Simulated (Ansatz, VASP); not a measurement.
One calculation of TiO, two programs

POSCAR

```
TiO
1.0
    4.0866680000      0.0000000000      0.0000000000
    0.0000000000      4.0866680000      0.0000000000
    0.0000000000      0.0000000000      4.0866680000
Ti O
3 3
Direct
    0.5000000000      0.5000000000      0.0000000000
    0.0000000000      0.5000000000      0.5000000000
    0.5000000000      0.0000000000      0.5000000000
    0.0000000000      0.5000000000      0.0000000000
    0.5000000000      0.0000000000      0.0000000000
    0.0000000000      0.0000000000      0.5000000000
```

File INCAR.step1:

```
SYSTEM = TiO
PREC = Accurate
ENCUT = 520
ISMEAR = 0
SIGMA = 0.1
LREAL = .False.
LASPH = .True.
NELM = 80
NBANDS = 36
GGA = PE
ALGO = Normal
EDIFF = 1E-4
LWAVE = .True.
LCHARG = .False.
```

INCAR.step2

```
SYSTEM = TiO
PREC = Accurate
ENCUT = 520
EDIFF = 1E-6
ISMEAR = 0
SIGMA = 0.1
LREAL = .False.
LASPH = .True.
NELM = 80
ALGO = Normal
ISIF = 2
LWAVE = .False.
LCHARG = .True.
METAGGA = R2SCAN
LMIXTAU = .True.
LELF = .True.
LVHAR = .True.
NBANDS = 36
ISTART = 1
```

File KPOINTS:

```
regular mesh
0
Gamma
  10 10 10
  0 0 0
```

Input for Ansatz:

```yaml
crystal:
  lattice:
    - [4.086668, 0.0, 0.0]
    - [0.0, 4.086668, 0.0]
    - [0.0, 0.0, 4.086668]
  atoms:
    - { symbol: Ti, position: [0.5, 0.5, 0.0] }
    - { symbol: Ti, position: [0.0, 0.5, 0.5] }
    - { symbol: Ti, position: [0.5, 0.0, 0.5] }
    - { symbol: O, position: [0.0, 0.5, 0.0] }
    - { symbol: O, position: [0.5, 0.0, 0.0] }
    - { symbol: O, position: [0.0, 0.0, 0.5] }
basis:
  ecutwfc: 500
kpoints:
  mp_grid: { grid: [10, 10, 10] }
hamiltonian:
  xc: r2scan
scf:
  occupations: { method: gaussian, width: 0.1 }
  lower_state_search: "off"
output:
  forces: true
  stress: true
  eigenvalues: true
```

Alike in both runs: task single point; functional r2SCAN; k mesh 10 × 10 × 10; occupations gaussian, width 0.1 eV; no spin polarisation.

|  | VASP | Ansatz |
| --- | --- | --- |
| version | VASP 6.6.1 | Ansatz 0.2.0 |
| potentials or method | VASP PAW PBE potentials, release 64 (Ti_sv, O), cutoff 520 eV | scalar-relativistic, plane waves, PAW |
| valence electrons in the cell | 54 | 54 |

VASP gave:

```
gap on the k mesh at the Fermi level (eV) : none
pressure (GPa)                            : -3.7
```

Question: What did Ansatz give for the same quantities?

Answer: gap on the k mesh at the Fermi level (eV): none; pressure (GPa): -4.8.

VASP's potentials were made for PBE, not for r2SCAN. A gap of «none» marks a metal or a gap that the smearing closes.
